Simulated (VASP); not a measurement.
Runs of VASP 6.6.1 on Ti. The structure is that of space group P6/mmm (No. 191), or close to it. The cells are those of the table. 

| cell | gap on the mesh (eV) | pressure (GPa) |
| --- | --- | --- |
| a = 4.346, b = 4.346, c = 2.712 Å, angles 90.0, 90.0, 120.0°, 3 atoms | none | 9.8 |
| a = 4.260, b = 4.260, c = 2.667 Å, angles 90.0, 90.0, 120.0°, 3 atoms | none | 19.8 |
| a = 4.187, b = 4.187, c = 2.629 Å, angles 90.0, 90.0, 120.0°, 3 atoms | none | 29.7 |
| a = 4.452, b = 4.452, c = 2.770 Å, angles 90.0, 90.0, 120.0°, 3 atoms | none | (a) |

Alike in all rows: task single point; level LDA; potentials or basis VASP PAW LDA potentials, release 64 (Ti_sv); no spin polarisation; k mesh 7 × 7 × 9; cutoff (eV) 520; smearing gaussian 0.05 eV.

Question: Estimate the missing entries.

Answer: (a) -0.1.

A gap of «none» marks levels without a gap at the run's occupations.
